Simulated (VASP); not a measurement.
Ta, 4 atoms in the cell. The structure is orthorhombic, space group Cmme (No. 67). The conventional cell has a = 3.319 Å, b = 4.693 Å, c = 12.387 Å, α = 90.00°, β = 90.00°, γ = 90.00°. Within 3.8 Å of Ta (site symmetry mm2) lie 10 Ta at 2.87 to 3.32 Å. Ta (site symmetry mm2) has 14 Ta at 2.87 to 3.32 Å within 3.8 Å.  This cell differs from its parent crystal: the distance across one plane changed.

| Quantity | Value |
| --- | --- |
| Program | VASP 6.6.1 |
| Task | single point |
| Functional | PBE |
| Potentials or basis | VASP PAW PBE potentials, release 64 (Ta_pv) |
| Cutoff | 500 eV |
| k mesh | 22 × 22 × 7 |
| Occupations | gaussian, width 0.15 eV |
| Spin | no spin polarisation |
| Dipole correction | no |
| Further INCAR settings | ALGO = Normal; EDIFF = 1e-06; NBANDS = 30 |

Potentials or basis: VASP PAW PBE potentials, release 64 (Ta_pv).

Run with:

```console
$ cat potpaw_PBE.64/Ta_pv/POTCAR > POTCAR
$ mpirun -np 1 vasp_std > vasp.out
```

Hardware: 1 thread of Oxide Virtual Turin-like Processor, with other jobs on the host.

Task: How long does it take, and how much memory?

Result: Wall time 17 min on 1 thread of Oxide Virtual Turin-like Processor, with other jobs on the host, peak memory 0.99 GiB. Counts: scf iterations 16, k points 532.
